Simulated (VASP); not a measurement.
# ZnAu (Pm-3m) in VASP: a series of runs, part 2 of 2

VASP 6.6.1. The steps go on from the part before.

**3. Single point, PBE**

File INCAR:

```
SYSTEM = ZnAu
PREC = Accurate
ENCUT = 520
EDIFF = 1E-6
ISMEAR = -1
SIGMA = 0.01
LREAL = .False.
LASPH = .True.
NELM = 80
ALGO = Normal
ISIF = 2
LWAVE = .False.
LCHARG = .True.
GGA = PE
LELF = .True.
LVHAR = .True.
NBANDS = 18
```

File KPOINTS:

```
regular mesh
0
Gamma
  13 13 13
  0 0 0
```

File POSCAR:

```
ZnAu
1.0
    3.1470000000      0.0000000000      0.0000000000
    0.0000000000      3.1470000000      0.0000000000
    0.0000000000      0.0000000000      3.1470000000
Zn Au
1 1
Direct
    0.5000000000      0.5000000000      0.5000000000
    0.0000000000      0.0000000000      0.0000000000
```

Potentials or basis: VASP PAW PBE potentials, release 64 (Zn, Au).

On the command line:

```console
$ cat potpaw_PBE.64/Zn/POTCAR potpaw_PBE.64/Au/POTCAR > POTCAR
$ mpirun -np 1 vasp_std > vasp.out
```

Wall time 23 s (1 thread of AMD EPYC 7R13 (Zen 3), shared host); peak memory 0.14 GiB.

It converged, with:

* Free energy: -4.7278 eV
* Pressure: 5.0 GPa
* Band gap on the k mesh: zero (an odd number of electrons rules out a gap without spin polarisation)

Levels at points of the mesh, in eV from the Fermi level:
```tsv
k point	band 8	band 9	band 10	band 11	band 12	band 13	band 14	band 15
(0.00, 0.00, 0.00)	-5.51	-3.83	-3.83	-3.83	4.92	4.92	4.92	8.78
```

Caveat: the cell stands under pressure; spin-orbit coupling is left out, which moves the levels of the heavy elements.

**4. Single point, PBE**

File INCAR:

```
  PREC = Accurate
  ENCUT = 520
  EDIFF = 1E-6
  ISMEAR = -5
  SIGMA = 0.1
  LREAL = F
  LASPH = T
  NELM = 80
  ALGO = Normal
  ISIF = 2
  LWAVE = F
  LCHARG = F
  GGA = PE
  NBANDS = 18
```

File KPOINTS:

```
Automatic mesh
0
Gamma
  13 13 13
```

POSCAR is that of step 3.

Potentials or basis: VASP PAW PBE potentials, release 64 (Zn, Au).

On the command line:

```console
$ cat potpaw_PBE.64/Zn/POTCAR potpaw_PBE.64/Au/POTCAR > POTCAR
$ mpirun -np 1 vasp_std > vasp.out
```

OUTCAR:

```text
PREC = Accurate
   ENCUT = 520
   EDIFF = 1E-6
   ISMEAR = -5
   LREAL = F
   LASPH = T
   NELM = 80
   ISIF = 2
   GGA = PE

 ion  position               nearest neighbor table
   1  0.500  0.500  0.500-   2 2.73   2 2.73   2 2.73   2 2.73   2 2.73   2 2.73   2 2.73   2 2.73

   2  0.000  0.000  0.000-   1 2.73   1 2.73   1 2.73   1 2.73   1 2.73   1 2.73   1 2.73   1 2.73

  LATTYP: Found a simple cubic cell.
 ALAT       =     3.1470000000

  Lattice vectors:

 A1 = (   3.1470000000,   0.0000000000,   0.0000000000)
 A2 = (   0.0000000000,   3.1470000000,   0.0000000000)
 A3 = (   0.0000000000,   0.0000000000,   3.1470000000)

Analysis of symmetry for initial positions (statically):
=====================================================================
 Subroutine PRICEL returns:
 Original cell was already a primitive cell.

 Routine SETGRP: Setting up the symmetry group for a
 simple cubic supercell.

 Subroutine GETGRP returns: Found 48 space group operations
 (whereof 48 operations were pure point group operations)
 out of a pool of 48 trial point group operations.

The static configuration has the point symmetry O_h .

Analysis of symmetry for dynamics (positions and initial velocities):
=====================================================================
 Subroutine PRICEL returns:
 Original cell was already a primitive cell.

 Routine SETGRP: Setting up the symmetry group for a
 simple cubic supercell.

 Subroutine GETGRP returns: Found 48 space group operations
 (whereof 48 operations were pure point group operations)
 out of a pool of 48 trial point group operations.

The dynamic configuration has the point symmetry O_h .

 Subroutine INISYM returns: Found 48 space group operations
 (whereof 48 operations are pure point group operations),
 and found     1 'primitive' translations

[... 112 lines left out ...]
   EFERMI_NEDOS =   21; number of points for ismear=-14 and -15
   IALGO  =     38    algorithm
   IMIX   =      4    mixing-type and parameters
     AMIX     =   0.40;   BMIX     =  1.00
     AMIX_MAG =   1.60;   BMIX_MAG =  1.00
  volume/ion in A,a.u.               =      15.58       105.16
  Fermi-wavevector in a.u.,A,eV,Ry     =   1.479406  2.795672 29.778283  2.188642
  Thomas-Fermi vector in A             =   2.593568
   LORBIT       =      0    0 simple, 1 ext, 2 COOP (PROOUT), +10 PAW based schemes
   GGA     = PE    functional components
   LHFCALC =     F    Hartree Fock is set to
   AEXX    =    0.0000 exact exchange contribution
   IVDW    =     0    specifies the selected vdW correction
   LEPSILON=     F    determine dielectric tensor
   LRPA    =     F    only Hartree local field effects (RPA)
 non-spin polarized calculation
 Fermi weights with tetrahedron method with Bloechl corrections
  energy-cutoff  :      520.00
  volume of cell :       31.17
 maximum number of plane-waves:       864
 NGX is ok and might be reduce to    24
   NGX = 11   NGY = 11   NGZ = 11

 number of electron      23.0000000 magnetization

 Free energy of the ion-electron system (eV)
  ---------------------------------------------------
  ext. energy  EPLUGINS =         0.00000000
  ---------------------------------------------------
  free energy    TOTEN  =        -4.73158562 eV

  energy without entropy =       -4.73158562  energy(sigma->0) =       -4.73158562

 E-fermi :   7.1071     XC(G=0): -12.3785

 val. band max:        7.0427234231   @ k =   0.3077   0.1538   0.0000
 cond. band min:       7.1061370993   @ k =   0.4615   0.3846   0.2308
 fundamental gap:      0.0634136762
 Fermi energy:         7.1071143596

 k-point     1 :       0.0000    0.0000    0.0000
  band No.  band energies     occupation
      1      -3.5229      2.00000
      2      -1.0329      2.00000
      3      -1.0329      2.00000
      4      -0.3417      2.00000
      5      -0.3417      2.00000
      6      -0.3417      2.00000
[... 481 lines left out ...]
      5      -0.2336      2.00000
      6       0.5173      2.00000
[... 10 lines left out ...]
     17      20.9664      0.00000
     18      21.2479      0.00000

 [... further k-points ...]

------------------------ aborting loop because EDIFF is reached ----------------------------------------

  FORCE on cell =-STRESS in cart. coord.  units (eV):
  Direction    XX          YY          ZZ          XY          YZ          ZX
  --------------------------------------------------------------------------------------
  -------------------------------------------------------------------------------------
  Total        0.9464488      0.9464488      0.9464488      0.0000000      0.0000000     -0.0000000
  in kB       48.6538793     48.6538793     48.6538793      0.0000000      0.0000000     -0.0000000
  external PRESSURE =      48.6538793 kB  Pullay stress =       0.0000000 kB

 VOLUME and BASIS-vectors are now :
 -----------------------------------------------------------------------------
  energy-cutoff  :      520.00
  volume of cell :       31.17
      direct lattice vectors                 reciprocal lattice vectors
     3.147000000  0.000000000  0.000000000     0.317762949  0.000000000  0.000000000
     0.000000000  3.147000000  0.000000000     0.000000000  0.317762949  0.000000000
     0.000000000  0.000000000  3.147000000     0.000000000  0.000000000  0.317762949

 POSITION                                       TOTAL-FORCE (eV/Angst)
 -----------------------------------------------------------------------------------
      1.57350      1.57350      1.57350         0.000000      0.000000      0.000000
      0.00000      0.00000      0.00000         0.000000      0.000000      0.000000
 -----------------------------------------------------------------------------------
    total drift:                                0.000000      0.000000     -0.000000

  FREE ENERGIE OF THE ION-ELECTRON SYSTEM (eV)
  ---------------------------------------------------
  free  energy   TOTEN  =        -4.7315856222 eV

  energy  without entropy=       -4.7315856222  energy(sigma->0) =       -4.73158562
```

It took 21 s on 1 thread of AMD EPYC 7R13 (Zen 3), shared host; peak memory 0.15 GiB.

What came out:

| Property | Result |
| --- | --- |
| Free energy | -4.7316 eV |
| Pressure | 4.9 GPa |
| Band gap on the k mesh | zero (an odd number of electrons rules out a gap without spin polarisation) |

Levels at points of the mesh, in eV from the Fermi level:
```csv
k point,band 9,band 10,band 11,band 12,band 13,band 14
"(0.00, 0.00, 0.00)",-3.76,-3.76,-3.76,4.99,4.99,4.99
```

Caveat: the cell stands under pressure; spin-orbit coupling is left out, which moves the levels of the heavy elements; tetrahedron occupations give inexact forces and stress in metals.

**5. Overview**

```csv
smearing,gap on the mesh (eV),pressure (GPa)
fermi-dirac 0.15 eV,none,5.1
fermi-dirac 0.01 eV,none,5.0
tetrahedron,none,4.9
```

Alike in all rows: task single point; level PBE; potentials or basis VASP PAW PBE potentials, release 64 (Zn, Au); no spin polarisation; cell as given; k mesh 13 × 13 × 13; cutoff (eV) 520.

Caveats: the cell stands under pressure; spin-orbit coupling is left out, which moves the levels of the heavy elements; tetrahedron occupations give inexact forces and stress in metals (at least some runs).

Total energies depend on the potentials used, so only differences within one code and one set of settings carry meaning.
